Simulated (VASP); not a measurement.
Input of a VASP 6.6.1 run:

File POSCAR:

```
TePb
1.0
    0.0000000000      3.2678368488      3.2678368488
    3.2678368488      0.0000000000      3.2678368488
    3.2678368488      3.2678368488      0.0000000000
Pb Te
1 1
Direct
    0.0000000000      0.0000000000      0.0000000000
    0.5000000000      0.5000000000      0.5000000000
```

Contents of INCAR.step1:

```
SYSTEM = TePb
PREC = Accurate
ENCUT = 520
EDIFF = 1E-5
ISMEAR = 0
SIGMA = 0.01
LREAL = .FALSE.
LASPH = .TRUE.
NELM = 80
ALGO = Normal
ISIF = 2
LWAVE = .TRUE.
LCHARG = .FALSE.
GGA = PE
NBANDS = 17
```

File INCAR.step2:

```
SYSTEM = TePb
PREC = Accurate
ENCUT = 520
EDIFF = 1E-6
ISMEAR = 0
SIGMA = 0.01
LREAL = .FALSE.
LASPH = .TRUE.
NELM = 80
ALGO = Normal
ISIF = 2
LWAVE = .FALSE.
LCHARG = .FALSE.
GGA = PE
LHFCALC = .TRUE.
HFSCREEN = 0.2079
PRECFOCK = Normal
ISTART = 1
NBANDS = 17
```

File KPOINTS:

```
Automatic mesh
0
G
  4 4 4
  0 0 0
```

Potentials or basis: VASP PAW PBE potentials, release 64 (Pb_d, Te).

Command:

```bash
$ cat potpaw_PBE.64/Pb_d/POTCAR potpaw_PBE.64/Te/POTCAR > POTCAR
$ cp INCAR.step1 INCAR
$ mpirun -np 1 vasp_std > vasp.out
$ cp INCAR.step2 INCAR
$ mpirun -np 1 vasp_std > vasp.out
```

**Question.** What does it give for the pressure?

**Answer.** -0.5 GPa.

**Question.** What does it give for the band gap on the k mesh?

**Answer.** 1.17 eV, direct.

Caveat: the PAW data sets were made with another functional, which shifts forces and pressure a little; spin-orbit coupling is left out, which moves the levels of the heavy elements. A k mesh can miss the band edges.
